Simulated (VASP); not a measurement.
CdTe, 2 atoms in the cell. It takes space group F-43m (No. 216, cubic). The conventional cell has a = 6.410 Å, b = 6.410 Å, c = 6.410 Å, α = 90.00°, β = 90.00°, γ = 90.00°. Within 3.7 Å of Te (site symmetry -43m) lie 4 Cd at 2.78 Å. Within 3.7 Å of Cd (site symmetry -43m) lie 4 Te at 2.78 Å. 

* Program: VASP 6.6.1
* Task: single point
* Functional: LDA
* Potentials or basis: VASP PAW LDA potentials, release 64 (Te, Cd)
* Cutoff: 520 eV
* k mesh: 6 × 6 × 6
* Occupations: methfessel-paxton, width 0.1 eV
* Spin: no spin polarisation
* Dipole correction: no
* Further INCAR settings: ALGO = Normal; EDIFF = 1e-06; NBANDS = 16

Potentials or basis: VASP PAW LDA potentials, release 64 (Te, Cd).

Command:

```sh
$ cat potpaw_LDA.64/Te/POTCAR potpaw_LDA.64/Cd/POTCAR > POTCAR
$ mpirun -np 1 vasp_std > vasp.out
```

Hardware: 1 thread of AMD EPYC 9R45 96-Core Processor (Zen 5), with other jobs on the host.

Q: How long does it take, and how much memory?

A: It took 9.8 s on 1 thread of AMD EPYC 9R45 96-Core Processor (Zen 5), on a shared host, peak memory 0.15 GiB. Counts: scf iterations 12, k points 16.
